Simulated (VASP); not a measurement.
# BeCd2Te3 (P-3m1) in VASP: notebook

BeCd2Te3 is run at these levels: PBE; tasks: single point, relaxation of cell and atoms.

Everything below comes from runs of VASP 6.6.1. Logs are shortened: lines on timing, memory, paths and dates and some standing lists are left out, and cuts for length are marked.

### 1 The cell of the first run

The structure is trigonal, space group P-3m1 (No. 164). The conventional cell has a = 4.141 Å, b = 4.141 Å, c = 10.284 Å, α = 90.00°, β = 90.00°, γ = 120.00°. Within 3.7 Å of Be (site symmetry -3m) lie 6 Te at 2.77 Å. Within 4.4 Å of Cd (site symmetry 3m) lie 6 Te at 3.01 to 3.06 Å and 3 Be at 4.09 Å and 9 Cd at 4.14 to 4.36 Å. Within 3.7 Å of Te (site symmetry 3m) lie 3 Be at 2.77 Å and 3 Cd at 3.06 Å and 3 Te at 3.69 Å. Te (site symmetry -3m) has 6 Cd at 3.01 Å and 6 Te at 4.14 Å within 4.2 Å.

The cell was generated, and may not be a known phase.

### 2 Single point, PBE

Input file INCAR:

```
SYSTEM = BeCd2Te3
PREC = Accurate
ENCUT = 600
EDIFF = 1E-6
ISMEAR = 0
SIGMA = 0.1
LREAL = .FALSE.
LASPH = .TRUE.
NELM = 120
ALGO = Normal
ISIF = 2
LWAVE = .FALSE.
LCHARG = .TRUE.
GGA = PE
LELF = .TRUE.
LVHAR = .TRUE.
NBANDS = 31
GGA_COMPAT = .FALSE.
```

Input file KPOINTS:

```
regular mesh
0
G
  6 6 2
  0 0 0
```

Input file POSCAR:

```
BeCd2Te3
1.0
    4.1407664917      0.0000000028      0.0000000000
   -2.0703832483      3.5860089715      0.0000000000
    0.0000000000      0.0000000000     10.2841194048
Be Cd Te
1 2 3
Direct
    0.0000000000      0.0000000000      0.5000000000
    0.3333333333      0.6666666667      0.8229254316
    0.6666666667      0.3333333333      0.1770745684
    0.3333333333      0.6666666667      0.3634635778
    0.6666666667      0.3333333333      0.6365364222
    0.0000000000      0.0000000000      0.0000000000
```

Potentials or basis: VASP PAW PBE potentials, release 64 (Be, Cd, Te).

The run is started by

```
cat potpaw_PBE.64/Be/POTCAR potpaw_PBE.64/Cd/POTCAR potpaw_PBE.64/Te/POTCAR > POTCAR
mpirun -np 1 vasp_std > vasp.out
```

OUTCAR:

```text
SYSTEM = BeCd2Te3
   PREC = Accurate
   ENCUT = 600
   EDIFF = 1E-6
   ISMEAR = 0
   LREAL = .FALSE.
   LASPH = .TRUE.
   NELM = 120
   ISIF = 2
   GGA = PE

 ion  position               nearest neighbor table
   1  0.000  0.000  0.500-   4 2.77   5 2.77   4 2.77   5 2.77   5 2.77   4 2.77
   2  0.333  0.667  0.823-   6 3.01   6 3.01   6 3.01   5 3.06   5 3.06   5 3.06
   3  0.667  0.333  0.177-   6 3.01   6 3.01   6 3.01   4 3.06   4 3.06   4 3.06
   4  0.333  0.667  0.363-   1 2.77   1 2.77   1 2.77   3 3.06   3 3.06   3 3.06
   5  0.667  0.333  0.637-   1 2.77   1 2.77   1 2.77   2 3.06   2 3.06   2 3.06
   6  0.000  0.000  0.000-   2 3.01   3 3.01   2 3.01   3 3.01   3 3.01   2 3.01

  LATTYP: Found a hexagonal cell.
 ALAT       =     4.1407664917
 C/A-ratio  =     2.4836269868

  Lattice vectors:

 A1 = (   4.1407664917,   0.0000000028,   0.0000000000)
 A2 = (  -2.0703832483,   3.5860089715,   0.0000000000)
 A3 = (   0.0000000000,   0.0000000000,  10.2841194048)

Analysis of symmetry for initial positions (statically):
=====================================================================
 Subroutine PRICEL returns:
 Original cell was already a primitive cell.

 Routine SETGRP: Setting up the symmetry group for a
 hexagonal supercell.

 Subroutine GETGRP returns: Found 12 space group operations
 (whereof 12 operations were pure point group operations)
 out of a pool of 24 trial point group operations.

The static configuration has the point symmetry D_3d.

Analysis of symmetry for dynamics (positions and initial velocities):
=====================================================================
 Subroutine PRICEL returns:
 Original cell was already a primitive cell.

 Routine SETGRP: Setting up the symmetry group for a
 hexagonal supercell.

 Subroutine GETGRP returns: Found 12 space group operations
 (whereof 12 operations were pure point group operations)
 out of a pool of 24 trial point group operations.

The dynamic configuration has the point symmetry D_3d.

 Subroutine INISYM returns: Found 12 space group operations
 (whereof 12 operations are pure point group operations),
 and found     1 'primitive' translations

----------------------------------------------------------------------------------------

                                     Primitive cell

  volume of cell :     152.7071

  direct lattice vectors                    reciprocal lattice vectors
     4.140766492  0.000000003  0.000000000     0.241501181  0.139430772  0.000000000
    -2.070383248  3.586008972  0.000000000    -0.000000000  0.278861544  0.000000000
     0.000000000  0.000000000 10.284119405     0.000000000  0.000000000  0.097237300

  length of vectors
     4.140766492  4.140766492 10.284119405     0.278861544  0.278861544  0.097237300

  position of ions in fractional coordinates (direct lattice)
     0.000000000  0.000000000  0.500000000
     0.333333333  0.666666667  0.822925432
     0.666666667  0.333333333  0.177074568
     0.333333333  0.666666667  0.363463578
     0.666666667  0.333333333  0.636536422
     0.000000000  0.000000000  0.000000000

  ion indices of the primitive-cell ions
   primitive index   ion index
                 1           1
                 2           2
                 3           3
                 4           4
                 5           5
                 6           6

----------------------------------------------------------------------------------------

 KPOINTS: regular mesh

Automatic generation of k-mesh.
 Grid dimensions read from file:
 generate k-points for:    6    6    2

 Generating k-lattice:

  Cartesian coordinates                     Fractional coordinates (reciprocal lattice)
     0.040250197  0.023238462  0.000000000     0.166666667  0.000000000  0.000000000
    -0.000000000  0.046476924  0.000000000    -0.000000000  0.166666667  0.000000000
     0.000000000  0.000000000  0.048618650     0.000000000  0.000000000  0.500000000

  Length of vectors
     0.046476924  0.046476924  0.048618650

[... 59 lines left out ...]
      1      -7.2364      2.00000
      2      -6.8576      2.00000
      3      -5.8580      2.00000
      4      -3.7758      2.00000
      5      -3.7758      2.00000
      6      -3.7025      2.00000
[... 23 lines left out ...]
     30      10.4881      0.00000
     31      10.4881      0.00000

 k-point     9 :       0.1667    0.0000    0.5000
  band No.  band energies     occupation
      1      -7.0326      2.00000
      2      -6.6714      2.00000
      3      -5.8202      2.00000
      4      -3.7605      2.00000
      5      -3.7351      2.00000
      6      -3.6915      2.00000
[... 23 lines left out ...]
     30      10.0705      0.00000
     31      10.3373      0.00000

 k-point    10 :       0.3333    0.0000    0.5000
  band No.  band energies     occupation
      1      -6.5262      2.00000
      2      -6.2635      2.00000
      3      -5.7384      2.00000
      4      -3.7598      2.00000
      5      -3.7379      2.00000
      6      -3.6881      2.00000
[... 23 lines left out ...]
     30      10.8178      0.00000
     31      10.9219      0.00000

 k-point    11 :       0.5000    0.0000    0.5000
  band No.  band energies     occupation
      1      -6.2155      2.00000
      2      -5.9827      2.00000
      3      -5.7317      2.00000
      4      -3.7692      2.00000
      5      -3.7128      2.00000
      6      -3.6988      2.00000
[... 23 lines left out ...]
     30      10.4206      0.00000
     31      11.8109      0.00000

 k-point    12 :       0.1667    0.1667    0.5000
  band No.  band energies     occupation
      1      -6.6682      2.00000
      2      -6.3772      2.00000
      3      -5.7562      2.00000
      4      -3.7550      2.00000
      5      -3.7341      2.00000
      6      -3.7111      2.00000
[... 23 lines left out ...]
     30      10.6058      0.00000
     31      11.0919      0.00000

 k-point    13 :       0.3333    0.1667    0.5000
  band No.  band energies     occupation
      1      -6.1862      2.00000
      2      -6.0606      2.00000
      3      -5.7061      2.00000
      4      -3.7463      2.00000
      5      -3.7121      2.00000
      6      -3.6727      2.00000
[... 23 lines left out ...]
     30      10.2080      0.00000
     31      10.6973      0.00000

 k-point    14 :       0.3333    0.3333    0.5000
  band No.  band energies     occupation
      1      -6.0166      2.00000
      2      -5.8225      2.00000
      3      -5.8225      2.00000
      4      -3.7850      2.00000
      5      -3.6494      2.00000
      6      -3.6494      2.00000
[... 23 lines left out ...]
     30      11.3119      0.00000
     31      11.4250      0.00000

------------------------ aborting loop because EDIFF is reached ----------------------------------------

  FORCE on cell =-STRESS in cart. coord.  units (eV):
  Direction    XX          YY          ZZ          XY          YZ          ZX
  --------------------------------------------------------------------------------------
  -------------------------------------------------------------------------------------
  Total        0.1111077      0.1111077      0.1891928     -0.0000000     -0.0000000      0.0000000
  in kB        1.1657229      1.1657229      1.9849795     -0.0000000     -0.0000000      0.0000000
  external PRESSURE =       1.4388085 kB  Pullay stress =       0.0000000 kB

 VOLUME and BASIS-vectors are now :
 -----------------------------------------------------------------------------
  energy-cutoff  :      600.00
  volume of cell :      152.71
      direct lattice vectors                 reciprocal lattice vectors
     4.140766492  0.000000003  0.000000000     0.241501181  0.139430772  0.000000000
    -2.070383248  3.586008972  0.000000000    -0.000000000  0.278861544  0.000000000
     0.000000000  0.000000000 10.284119405     0.000000000  0.000000000  0.097237300

 POSITION                                       TOTAL-FORCE (eV/Angst)
 -----------------------------------------------------------------------------------
      0.00000      0.00000      5.14206         0.000000      0.000000      0.000000
     -0.00000      2.39067      8.46306        -0.000000      0.000000     -0.000788
      2.07038      1.19534      1.82106         0.000000      0.000000      0.000788
     -0.00000      2.39067      3.73790         0.000000     -0.000000      0.004802
      2.07038      1.19534      6.54622        -0.000000      0.000000     -0.004802
      0.00000      0.00000      0.00000         0.000000      0.000000      0.000000
 -----------------------------------------------------------------------------------
    total drift:                               -0.000000      0.000000     -0.000000

  FREE ENERGIE OF THE ION-ELECTRON SYSTEM (eV)
  ---------------------------------------------------
  free  energy   TOTEN  =       -15.2358613681 eV

  energy  without entropy=      -15.2191736671  energy(sigma->0) =      -15.22751752
```

Wall time 2.6 min (1 thread of Oxide Virtual Turin-like, shared host); peak memory 0.32 GiB.

What came out:

```yaml
Free_energy: -15.2359 eV
Pressure: 0.1 GPa
Largest_force: 0.005 eV/Å
Band_gap_on_the_k_mesh: zero (bands 22 and 23 overlap by 0.80 eV)
```

Forces on the atoms (eV/Å):
```
Be   0.000  0.000  0.000
Cd   0.000  0.000 -0.001
Cd   0.000  0.000  0.001
Te   0.000  0.000  0.005
Te   0.000  0.000 -0.005
Te   0.000  0.000  0.000
```

Caveat: semilocal functionals underestimate gaps, and a narrow one can read as zero; spin-orbit coupling is left out, which moves the levels of the heavy elements.

### 3 Single point, PBE

This run uses another cell than the first one, of 27.56 Å³/atom.

Input file INCAR:

```
PREC     = Accurate       # precision mode
ENCUT    = 600            # plane-wave cutoff, eV
EDIFF    = 1E-6           # SCF threshold, eV
ISMEAR   = 0              # smearing method
SIGMA    = 0.1            # smearing width, eV
LREAL    = F              # projectors in reciprocal space
LASPH    = T              # aspherical terms in the spheres
NELM     = 120            # most SCF steps
ALGO     = Normal         # electronic algorithm
ISIF     = 2              # what is computed and relaxed
LWAVE    = F              # write WAVECAR
LCHARG   = F              # write CHGCAR
GGA      = PE             # functional
NBANDS   = 31             # bands
GGA_COMPAT= F
```

Input file KPOINTS:

```
regular mesh
0
Gamma
  6 6 2
```

Input file POSCAR:

```
BeCd2Te3
1.0
    4.2534019100      0.0000000000      0.0000000000
   -2.1267009600      3.6835541100      0.0000000000
    0.0000000000      0.0000000000     10.5543601600
Be Cd Te
1 2 3
Direct
    0.0000000000      0.0000000000      0.5000000000
    0.3333333300      0.6666666700      0.8271350300
    0.6666666700      0.3333333300      0.1728649700
    0.3333333300      0.6666666700      0.3480919900
    0.6666666700      0.3333333300      0.6519080100
    0.0000000000      0.0000000000      0.0000000000
```

Potentials or basis: VASP PAW PBE potentials, release 64 (Be, Cd, Te).

The run is started by

```
cat potpaw_PBE.64/Be/POTCAR potpaw_PBE.64/Cd/POTCAR potpaw_PBE.64/Te/POTCAR > POTCAR
mpirun -np 1 vasp_std > vasp.out
```

It took 2.6 min on 1 thread of Oxide Virtual Turin-like, shared host; peak memory 0.32 GiB.

It converged, with:

- Free energy: -14.9773 eV
- Pressure: -3.1 GPa
- Largest force: 0.731 eV/Å
- Band gap on the k mesh: zero (bands 22 and 23 overlap by 0.78 eV)

Forces in eV/Å, atoms in the order of the input:
```
Be   0.000  0.000  0.000
Cd   0.000  0.000  0.032
Cd   0.000  0.000 -0.032
Te   0.000  0.000  0.731
Te   0.000  0.000 -0.731
Te   0.000  0.000  0.000
```

Stress tensor (GPa, compression positive):
```
-2.95  0.00  0.00
 0.00 -2.95  0.00
 0.00  0.00 -3.46
```

Levels at points of the mesh, in eV from the Fermi level:
| k point | band 19 | band 20 | band 21 | band 22 | band 23 | band 24 | band 25 | band 26 |
| --- | --- | --- | --- | --- | --- | --- | --- | --- |
| (0.00, 0.00, 0.00) | -0.35 | -0.35 | -0.12 | -0.12 | 0.46 | 2.50 | 2.82 | 3.38 |
| (0.50, 0.00, 0.00) | -1.53 | -1.45 | -1.17 | -0.88 | -0.75 | 1.72 | 1.91 | 4.01 |
| (0.00, 0.00, 0.50) | -0.34 | -0.34 | -0.09 | -0.09 | 2.04 | 2.05 | 2.63 | 3.22 |
| (0.50, 0.00, 0.50) | -1.86 | -1.59 | -0.19 | -0.13 | 0.09 | 0.23 | 2.59 | 3.37 |

Caveat: the cell stands under tension; semilocal functionals underestimate gaps, and a narrow one can read as zero; spin-orbit coupling is left out, which moves the levels of the heavy elements.

### 4 Relaxation of cell and atoms, PBE

This run uses another cell than the first one, of 27.56 Å³/atom.

Input file INCAR:

```
SYSTEM = BeCd2Te3
ALGO = Normal
EDIFF = 1E-7
EDIFFG = -0.04
ENCUT = 600
GGA = PE
GGA_COMPAT = .False.
IBRION = 2
ISIF = 3
ISMEAR = 0
LASPH = .True.
LCHARG = .False.
LREAL = .False.
LWAVE = .False.
NELM = 120
NELMIN = 4
NSW = 90
PREC = Accurate
SIGMA = 0.1
```

Input file KPOINTS:

```
k-points
0
Gamma
  6 6 2
  0 0 0
```

POSCAR is that of step 3.

The run is started by

```
cat potpaw_PBE.64/Be/POTCAR potpaw_PBE.64/Cd/POTCAR potpaw_PBE.64/Te/POTCAR > POTCAR
mpirun -np 1 vasp_std > vasp.out
```

It took 13 min on 1 thread of Oxide Virtual Turin-like, shared host; peak memory 0.34 GiB.

It converged, with:

```
Free energy                           : -15.2386 eV
Relaxed volume                        : 25.51 Å³/atom
Relaxed cell                          : a = 4.139 Å, b = 4.139 Å, c = 10.316 Å, α = 90.00°, β = 90.00°, γ = 120.00°
Space group after relaxing (to 0.1 Å) : P-3m1 (No. 164)
Energy gained by relaxing             : 43.5 meV/atom
Ionic steps                           : 9
Pressure after relaxing               : 0.0 GPa
Largest force after relaxing          : 0.021 eV/Å
Band gap on the k mesh                : zero (bands 22 and 23 overlap by 0.78 eV)
```

Forces in eV/Å, atoms in the order of the input:
```
Be   0.000  0.000  0.000
Cd   0.000  0.000 -0.016
Cd   0.000  0.000  0.016
Te   0.000  0.000  0.021
Te   0.000  0.000 -0.021
Te   0.000  0.000  0.000
```

Step by step:
```csv
step,energy change (eV),largest force (eV/Å),pressure (GPa),volume (Å³)
1,0.0000,0.7310,-3.11,165.36
2,-0.1693,0.7085,0.35,152.89
3,-0.1702,0.7042,0.68,151.96
4,-0.2187,0.4492,0.52,152.05
5,-0.2510,0.1871,0.39,152.21
6,-0.2570,0.1113,-0.29,154.11
7,-0.2570,0.1073,-0.33,154.21
8,-0.2607,0.0490,-0.11,153.49
9,-0.2613,0.0206,0.03,153.07
```

Final structure:
```xyz
6
Lattice="4.1392 0.0000 0.0000 -2.0696 3.5846 0.0000 0.0000 0.0000 10.3162" Properties=species:S:1:pos:R:3 pbc="T T T"
Be    0.0000    0.0000    5.1581
Cd    0.0000    2.3898    8.4936
Cd    2.0696    1.1949    1.8226
Te    0.0000    2.3898    3.7468
Te    2.0696    1.1949    6.5694
Te    0.0000    0.0000    0.0000
```

Levels at points of the mesh, in eV from the Fermi level:
```tsv
k point	band 18	band 19	band 20	band 21	band 22	band 23	band 24	band 25	band 26
(0.00, 0.00, 0.00)	-0.56	-0.56	-0.48	-0.12	-0.12	0.79	2.52	2.94	3.39
(0.50, 0.00, 0.00)	-2.33	-1.85	-1.57	-1.17	-1.09	-0.70	1.73	1.78	3.75
(0.00, 0.00, 0.50)	-0.63	-0.54	-0.54	-0.09	-0.09	2.39	2.42	2.53	3.21
(0.50, 0.00, 0.50)	-3.06	-2.45	-1.62	-0.32	-0.13	0.05	0.34	2.55	3.33
```

Caveat: semilocal functionals underestimate gaps, and a narrow one can read as zero; spin-orbit coupling is left out, which moves the levels of the heavy elements.

### 5 Single point, PBE

Input file INCAR:

```
  PREC = Accurate
  ENCUT = 600
  EDIFF = 1E-6
  ISMEAR = 0
  SIGMA = 0.1
  LREAL = F
  LASPH = T
  NELM = 120
  ALGO = Normal
  ISIF = 2
  LWAVE = F
  LCHARG = T
  GGA = PE
  LELF = T
  LVHAR = T
  NBANDS = 31
  GGA_COMPAT = F
```

Input file KPOINTS:

```
Automatic mesh
0
Gamma
  12 12 4
```

Input file POSCAR:

```
BeCd2Te3
1.0
    4.1048136522      0.0000000000      0.0000000000
   -2.0524068261      3.5548729006      0.0000000000
    0.0000000000      0.0000000000     10.4573096884
Be Cd Te
1 2 3
Direct
    0.0000000000      0.0000000000      0.5000000000
    0.3333333333      0.6666666667      0.8223075984
    0.6666666667      0.3333333333      0.1776924016
    0.3333333333      0.6666666667      0.3638923297
    0.6666666667      0.3333333333      0.6361076703
    0.0000000000      0.0000000000      0.0000000000
```

The run is started by

```
cat potpaw_PBE.64/Be/POTCAR potpaw_PBE.64/Cd/POTCAR potpaw_PBE.64/Te/POTCAR > POTCAR
mpirun -np 1 vasp_std > vasp.out
```

It took 7.5 min on 1 thread of Oxide Virtual Turin-like, shared host; peak memory 0.52 GiB.

The run converged. Its results:

```yaml
Free_energy: -15.2780 eV
Pressure: 0.1 GPa
Largest_force: 0.016 eV/Å
Band_gap_on_the_k_mesh: zero (bands 22 and 23 overlap by 0.75 eV)
```

Forces in eV/Å, atoms in the order of the input:
```
Be   0.000  0.000  0.000
Cd   0.000  0.000 -0.006
Cd   0.000  0.000  0.006
Te   0.000  0.000  0.016
Te   0.000  0.000 -0.016
Te   0.000  0.000  0.000
```

Levels at points of the mesh, in eV from the Fermi level:
| k point | band 19 | band 20 | band 21 | band 22 | band 23 | band 24 | band 25 | band 26 |
| --- | --- | --- | --- | --- | --- | --- | --- | --- |
| (0.00, 0.00, 0.00) | -0.41 | -0.41 | 0.04 | 0.04 | 0.85 | 2.71 | 3.16 | 3.55 |
| (0.50, 0.00, 0.00) | -1.82 | -1.51 | -1.10 | -0.97 | -0.58 | 1.81 | 1.86 | 3.81 |
| (0.00, 0.00, 0.50) | -0.39 | -0.39 | 0.07 | 0.07 | 2.52 | 2.55 | 2.72 | 3.39 |
| (0.50, 0.00, 0.50) | -2.32 | -1.47 | -0.27 | -0.05 | 0.11 | 0.40 | 2.55 | 3.35 |

Caveat: semilocal functionals underestimate gaps, and a narrow one can read as zero; spin-orbit coupling is left out, which moves the levels of the heavy elements.

### 6 Overview

| task | cell | k mesh | gap on the mesh (eV) | pressure (GPa) | largest force (eV/Å) |
| --- | --- | --- | --- | --- | --- |
| single point | a = 4.141, b = 4.141, c = 10.284 Å, angles 90.0, 90.0, 120.0°, 6 atoms, atomic positions A | 6 × 6 × 2 | none | 0.1 | - |
| single point | a = 4.253, b = 4.253, c = 10.554 Å, angles 90.0, 90.0, 120.0°, 6 atoms, atomic positions B | 6 × 6 × 2 | none | -3.1 | 0.73 |
| relaxation of cell and atoms | relaxed from a = 4.253, b = 4.253, c = 10.554 Å, angles 90.0, 90.0, 120.0°, 6 atoms, atomic positions B | 6 × 6 × 2 | none | 0.0 | 0.02 |
| single point | a = 4.105, b = 4.105, c = 10.457 Å, angles 90.0, 90.0, 120.0°, 6 atoms, atomic positions C | 12 × 12 × 4 | none | 0.1 | 0.02 |

Alike in all rows: level PBE; potentials or basis VASP PAW PBE potentials, release 64 (Be, Cd, Te); no spin polarisation; cutoff (eV) 600; smearing gaussian 0.1 eV.

Caveats: semilocal functionals underestimate gaps, and a narrow one can read as zero; spin-orbit coupling is left out, which moves the levels of the heavy elements; the cell stands under tension (at least some runs).

Absolute energies hang on the potentials; compare differences alone.
